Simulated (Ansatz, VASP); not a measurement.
## Br: VASP beside Ansatz

```xyz
4
Lattice="3.3281 -1.9517 0.0000 3.3281 1.9517 0.0000 0.0000 0.0000 8.4732" Properties=species:S:1:pos:R:3 pbc="T T T"
Br    3.3281   -1.3298    1.0246
Br    3.3281   -0.6219    5.2612
Br    3.3281    1.3298    7.4486
Br    3.3281    0.6219    3.2120
```

Alike in both runs: task single point; functional LDA; k mesh 14 × 14 × 6; occupations fermi-dirac, width 0.05 eV; no spin polarisation.

|  | VASP | Ansatz |
| --- | --- | --- |
| version | VASP 6.6.1 | Ansatz 0.2.0 |
| potentials or method | VASP PAW LDA potentials, release 64 (Br), cutoff 520 eV | plane waves (420 eV) with PAW, scalar-relativistic |
| valence electrons in the cell | 28 | 28 |

```tsv
	VASP	Ansatz	Ansatz less VASP
pressure (GPa)	0.0	0.0	-0.08
traceless stress, the component that is largest in VASP (GPa)	0.07	0.07	+0.001
```

Ansatz warns that its potentials were made for another functional, while VASP's fit it. LDA's correlation is that of Perdew and Zunger in VASP and of Perdew and Wang (1992) in Ansatz.
